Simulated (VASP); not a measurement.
Crystal: Cr3O.

```
Cr O
1.0
     5.14355    0.00000    0.00000
    -2.57177    4.45444    0.00000
     0.00000    0.00000    4.12849
Cr O
6 2
Cartesian
  2.5718 2.9667 1.0321
  -1.2833 3.7106 3.0964
  1.2885 0.7439 1.0321
  0.0000 1.4878 3.0964
  3.8551 0.7439 1.0321
  1.2833 3.7106 3.0964
  0.0000 2.9696 1.0321
  2.5718 1.4848 3.0964
```

```yaml
Program: VASP 6.6.1
Task: relaxation of cell and atoms
Functional: PBE
Potentials_or_basis: VASP PAW PBE potentials, release 64 (Cr_pv, O)
Cutoff: 600 eV
k_mesh: 6 × 6 × 4
Occupations: gaussian, width 0.1 eV
Spin: no spin polarisation
```

At the start: pressure -17.6 GPa; volume 11.82 Å³/atom.

Question: Where does the relaxation end?

Answer: Over 9 steps the energy falls by 102.2 meV/atom and the volume is 10.85 Å³/atom (-8.2 %); space group P6_3/mmc (No. 194, to 0.05 Å).

The path:
```csv
step,energy change (eV),largest force (eV/Å),pressure (GPa),volume (Å³)
1,0.0000,1.2234,-17.60,94.59
2,-0.1603,0.4507,26.70,77.90
3,-0.7229,0.6622,1.76,85.02
4,-0.7232,0.6423,2.26,84.84
5,-0.8062,0.0800,2.08,85.66
6,-0.8097,0.0688,2.11,85.86
7,-0.8108,0.0785,-2.10,87.62
8,-0.8162,0.0099,-0.13,86.78
9,-0.8172,0.0026,-0.10,86.79
```

Final structure:
```
Cr O
1.0
     5.02586    0.00000    0.00000
    -2.51293    4.35252    0.00000
     0.00000    0.00000    3.96770
Cr O
6 2
Direct
  0.84115 0.68229 0.25000
  0.15885 0.84115 0.75000
  0.31771 0.15885 0.25000
  0.15885 0.31771 0.75000
  0.84115 0.15885 0.25000
  0.68229 0.84115 0.75000
  0.33333 0.66667 0.25000
  0.66667 0.33333 0.75000
```

Caveat: the k points lie up to 0.40 Å⁻¹ apart in the final cell; the run has no spin polarisation, though such a crystal can be magnetic.
